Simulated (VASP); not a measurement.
Runs of VASP 6.6.1 on Si. The structure is that of space group P6_3/mmc (No. 194), or close to it. The cells are those of the table. This isn't the form of Si at room conditions, which is diamond.

| cell | gap on the mesh (eV) | pressure (GPa) |
| --- | --- | --- |
| a = 2.586, b = 2.586, c = 4.506 Å, angles 90.0, 90.0, 120.0°, 2 atoms | none | (c) |
| a = 2.746, b = 2.746, c = 4.506 Å, angles 90.0, 90.0, 120.0°, 2 atoms | none | (b) |
| a = 2.826, b = 2.826, c = 4.506 Å, angles 90.0, 90.0, 120.0°, 2 atoms | none | -8.1 |
| a = 2.706, b = 2.706, c = 4.506 Å, angles 90.0, 90.0, 120.0°, 2 atoms | none | -2.0 |
| a = 2.806, b = 2.806, c = 4.506 Å, angles 90.0, 90.0, 120.0°, 2 atoms | none | -7.3 |
| a = 2.546, b = 2.546, c = 4.506 Å, angles 90.0, 90.0, 120.0°, 2 atoms | none | 12.3 |
| a = 2.786, b = 2.786, c = 4.506 Å, angles 90.0, 90.0, 120.0°, 2 atoms | none | -6.4 |
| a = 2.506, b = 2.506, c = 4.506 Å, angles 90.0, 90.0, 120.0°, 2 atoms | none | 17.5 |
| a = 2.626, b = 2.626, c = 4.506 Å, angles 90.0, 90.0, 120.0°, 2 atoms | none | (a) |

Alike in all rows: task single point; level PBEsol; potentials or basis VASP PAW PBE potentials, release 64 (Si); no spin polarisation; k mesh 21 × 21 × 10; cutoff (eV) 520; smearing gaussian 0.15 eV.

**Question.** Fill in the values left out.

**Answer.** (a) 3.9; (b) -4.3; (c) 7.7.

Caveats: the PAW data sets were made with another functional, which shifts forces and pressure a little; the cell stands under pressure (at least some runs); the cell stands under tension (at least some runs).

A gap of «none» marks levels without a gap at the run's occupations.
